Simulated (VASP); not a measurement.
# GaSb: single point with r2SCAN

GaSb:

```
Ga Sb
1.0
     0.00000    3.06588    3.06588
     3.06588    0.00000    3.06588
     3.06588    3.06588    0.00000
Ga Sb
1 1
Cartesian
  0.0000 0.0000 0.0000
  1.5329 1.5329 1.5329
```

| Item | Value |
| --- | --- |
| Program | VASP 6.6.1 |
| Task | single point |
| Functional | r2SCAN |
| Potentials or basis | VASP PAW PBE potentials, release 64 (Ga_d, Sb_d_GW) |
| Cutoff | 550 eV |
| k mesh | 8 × 8 × 8 |
| Occupations | fermi-dirac, width 0.02 eV |
| Spin | non-collinear spin, zero start, spin-orbit coupling |
| Starting moments | [[0.0, 0.0, 0.0], [0.0, 0.0, 0.0]] μB |
| Dipole correction | no |
| Further INCAR settings | ALGO = Normal; EDIFF = 1e-06; NBANDS = 40 |

| Property | Result |
| --- | --- |
| Pressure | 0.0 GPa |
| Net moment | 0.00 μB per cell |
| Valence electrons inside the program's atomic spheres | Ga 11.60; Sb 12.69 |

Moments on the atoms (μB; x, y, z):
```
Ga  0.00 0.00 0.00
Sb  0.00 0.00 0.00
```

Run time: 14 min on 1 thread of Intel(R) Xeon(R) 6975P-C (Granite Rapids), on a shared host, peak memory 0.57 GiB.

Caveat: the PAW data sets were made with another functional, which shifts forces and pressure a little.
